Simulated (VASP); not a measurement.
Crystal: La2AgSb4Au.

```xyz
16
Lattice="4.3712 -4.3712 0.0000 4.3712 4.3712 0.0000 0.0000 0.0000 10.9856" Properties=species:S:1:pos:R:3 pbc="T T T"
La    4.3712   -2.1856    2.8891
La    4.3712    2.1856    2.8891
La    2.1856    0.0000    8.0965
La    6.5567    0.0000    8.0965
Au    0.0000    0.0000    0.0000
Au    2.1856    2.1856    0.0000
Ag    4.3712    0.0000    0.0000
Ag    2.1856   -2.1856    0.0000
Sb    4.3712   -2.1856    9.1545
Sb    4.3712    2.1856    9.1545
Sb    2.1856    0.0000    1.8312
Sb    6.5567    0.0000    1.8312
Sb    0.0000    0.0000    5.4928
Sb    4.3712    0.0000    5.4928
Sb    2.1856    2.1856    5.4928
Sb    2.1856   -2.1856    5.4928
```

| Item | Value |
| --- | --- |
| Program | VASP 6.6.1 |
| Task | relaxation of cell and atoms |
| Functional | PBEsol |
| Potentials or basis | VASP PAW PBE potentials, release 64 (La, Au, Ag, Sb) |
| Cutoff | 600 eV |
| k mesh | 6 × 6 × 4 |
| Occupations | methfessel-paxton, width 0.1 eV |
| Spin | no spin polarisation |

At the start: pressure -1.8 GPa; volume 26.24 Å³/atom.

Question: Where does the relaxation end?

Answer: Over 12 steps the energy falls by 12.5 meV/atom and the volume is 25.38 Å³/atom (-3.3 %); space group Pccm (No. 49, to 0.1 Å) before and after.

The path:
```tsv
step	energy change (eV)	largest force (eV/Å)	pressure (GPa)	volume (Å³)
1	0.0000	0.3164	-1.84	419.80
2	-0.0809	0.2827	1.49	401.72
3	-0.0970	0.2948	0.46	406.79
4	-0.1490	0.2466	0.31	406.62
5	-0.1853	0.1581	0.09	406.09
6	-0.1974	0.0524	-0.17	407.13
7	-0.1984	0.0210	-0.27	407.54
8	-0.1972	0.0382	0.40	404.22
9	-0.1999	0.0131	0.01	406.11
10	-0.1999	0.0130	0.01	406.08
11	-0.1999	0.0127	0.02	406.02
12	-0.1999	0.0092	0.01	406.09
```

Final structure:
```yaml
crystal:
  lattice:
    - [4.38718, -4.38718, 0.00000]
    - [4.39097, 4.39097, 0.00000]
    - [0.00000, 0.00000, 10.54018]
  atoms:
    - { symbol: La, position: [0.75267, 0.25000, 0.25527] }
    - { symbol: La, position: [0.24733, 0.75000, 0.25527] }
    - { symbol: La, position: [0.24733, 0.25000, 0.74473] }
    - { symbol: La, position: [0.75267, 0.75000, 0.74473] }
    - { symbol: Au, position: [0.00000, 0.00000, 0.00000] }
    - { symbol: Au, position: [0.00000, 0.50000, 0.00000] }
    - { symbol: Ag, position: [0.50000, 0.50000, 0.00000] }
    - { symbol: Ag, position: [0.50000, 0.00000, 0.00000] }
    - { symbol: Sb, position: [0.74994, 0.25000, 0.82868] }
    - { symbol: Sb, position: [0.25006, 0.75000, 0.82868] }
    - { symbol: Sb, position: [0.25006, 0.25000, 0.17132] }
    - { symbol: Sb, position: [0.74994, 0.75000, 0.17132] }
    - { symbol: Sb, position: [0.00000, 0.00000, 0.50000] }
    - { symbol: Sb, position: [0.50000, 0.50000, 0.50000] }
    - { symbol: Sb, position: [0.00000, 0.50000, 0.50000] }
    - { symbol: Sb, position: [0.50000, 0.00000, 0.50000] }
```

Caveat: the PAW data sets were made with another functional, which shifts forces and pressure a little.
